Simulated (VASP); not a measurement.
**Ba: single point with r2SCAN**

The system is Ba.

```
Ba
1.0
    -2.54145    2.54145    2.54145
     2.54145   -2.54145    2.54145
     2.54145    2.54145   -2.54145
Ba
1
Direct
  0.00000 0.00000 0.00000
```

| Property | Result |
| --- | --- |
| Program | VASP 6.6.1 |
| Task | single point |
| Functional | r2SCAN |
| Potentials or basis | VASP PAW PBE potentials, release 64 (Ba_sv) |
| Cutoff | 520 eV |
| k mesh | 6 × 6 × 6 |
| Occupations | gaussian, width 0.1 eV |
| Spin | no spin polarisation |

```json
{
  "Pressure": "0.1 GPa",
  "Band gap on the k mesh": "zero (bands 5 and 6 overlap by 0.81 eV)"
}
```

Levels at points of the mesh, in eV from the Fermi level:
```
           k point  band 2  band 3  band 4  band 5  band 6  band 7  band 8  band 9
(0.00, 0.00, 0.00)  -14.59  -14.59  -14.59   -2.91    2.05    2.05    2.05    3.34
(0.50, 0.00, 0.00)  -15.01  -14.72  -14.59   -0.89    0.84    1.04    3.37    3.92
(0.50, 0.50, 0.50)  -14.87  -14.87  -14.87   -0.61   -0.61    4.44    4.44    4.44
```

Wall time 48 s on 1 thread of Intel Xeon 8259CL (shared host), peak memory 0.18 GiB.

Caveat: the PAW data sets were made with another functional, which shifts forces and pressure a little; spin-orbit coupling is left out, which moves the levels of the heavy elements.
